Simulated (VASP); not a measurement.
The system is CO2.

```xyz
6
Lattice="2.6429 -2.3799 0.0000 2.6429 2.3799 0.0000 0.0000 0.0000 6.4270" Properties=species:S:1:pos:R:3 pbc="T T T"
C     0.0000    0.0000    0.0000
C     2.6429    0.0000    3.2135
O     2.6429   -1.4457    5.7385
O     2.6429    1.4457    0.6886
O     2.6429   -0.9342    2.5250
O     2.6429    0.9342    3.9021
```

Base run:

- Program: VASP 6.6.1
- Functional: r2SCAN
- Potentials or basis: VASP PAW PBE potentials, release 64 (C, O)
- Cutoff: 520 eV
- k mesh: 8 × 8 × 4
- Occupations: gaussian, width 0.01 eV
- Spin: no spin polarisation

Its results: band gap on the k mesh 7.29 eV, indirect (least direct gap 7.86 eV); pressure 2.6 GPa; largest force 0.708 eV/Å.

Problem. The run is repeated on the same cell with these changes: functional from r2SCAN to PBE. What comes out?

Solution. Band gap on the k mesh 6.68 eV, indirect (least direct gap 7.24 eV); pressure 6.7 GPa; largest force 1.437 eV/Å.

r2SCAN gives the wider gap, since meta-GGAs in the generalised Kohn-Sham scheme recover part of the derivative discontinuity.

Caveats: the PAW data sets were made with another functional, which shifts forces and pressure a little (some runs); forces of over 1 eV/Å act on the atoms, so gaps and moduli don't describe the material at rest (some runs).

A k mesh can miss the band edges.
